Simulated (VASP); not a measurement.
**AgI: relaxation of cell and atoms with PBE**

The system is AgI.

```
CELL_PARAMETERS angstrom
0.00000 3.28210 3.28210
3.28210 0.00000 3.28210
3.28210 3.28210 0.00000
ATOMIC_POSITIONS crystal
Ag 0.00000 0.00000 0.00000
I 0.75000 0.75000 0.75000
```

```json
{
 "Program": "VASP 6.6.1",
 "Task": "relaxation of cell and atoms",
 "Functional": "PBE",
 "Potentials or basis": "VASP PAW PBE potentials, release 64 (Ag, I)",
 "Cutoff": "500 eV",
 "k mesh": "6 × 6 × 6",
 "Occupations": "fermi-dirac, width 0.02 eV",
 "Spin": "no spin polarisation",
 "Dipole correction": "no",
 "Further INCAR settings": "ALGO = Normal; EDIFF = 1e-07; IBRION = 2; EDIFFG = -0.005; NSW = 80; ISIF = 3"
}
```

```
Relaxed volume                        : 36.35 Å³/atom
Relaxed cell                          : a = 4.685 Å, b = 4.685 Å, c = 4.685 Å, α = 60.00°, β = 60.00°, γ = 60.00°
Space group after relaxing (to 0.1 Å) : F-43m (No. 216)
Energy gained by relaxing             : 2.3 meV/atom
Ionic steps                           : 7
Pressure after relaxing               : 0.0 GPa
Band gap on the k mesh                : 1.34 eV
```

The path:
```csv
step,energy change (eV),largest force (eV/Å),pressure (GPa),volume (Å³)
1,0.0000,0.0000,0.77,70.71
2,-0.0046,0.0000,0.08,72.47
3,-0.0046,0.0000,0.04,72.71
4,-0.0044,0.0000,-0.17,73.18
5,-0.0046,0.0000,-0.03,72.80
6,-0.0046,0.0000,-0.02,72.76
7,-0.0046,0.0000,0.00,72.70
```

Final structure:
```yaml
crystal:
  lattice:
    - [0.00000, 3.31258, 3.31258]
    - [3.31258, 0.00000, 3.31258]
    - [3.31258, 3.31258, 0.00000]
  atoms:
    - { symbol: Ag, position: [0.00000, 0.00000, 0.00000] }
    - { symbol: I, position: [0.75000, 0.75000, 0.75000] }
```

Levels at points of the mesh, in eV from the valence-band top:
```
           k point  band 6  band 7  band 8  band 9  band 10  band 11  band 12  band 13
(0.00, 0.00, 0.00)   -2.83    0.00    0.00    0.00     1.34     5.85     5.85     5.85
(0.50, 0.00, 0.00)   -2.80   -2.70   -0.64   -0.64     2.79     6.31     6.31     7.11
(0.50, 0.50, 0.00)   -2.72   -2.39   -1.59   -1.59     3.78     3.86     8.31     9.44
```

It took 56 s on 1 thread of AMD EPYC 9R45 96-Core Processor (Zen 5), on a shared host, peak memory 0.19 GiB.

Caveat: spin-orbit coupling is left out, which moves the levels of the heavy elements.
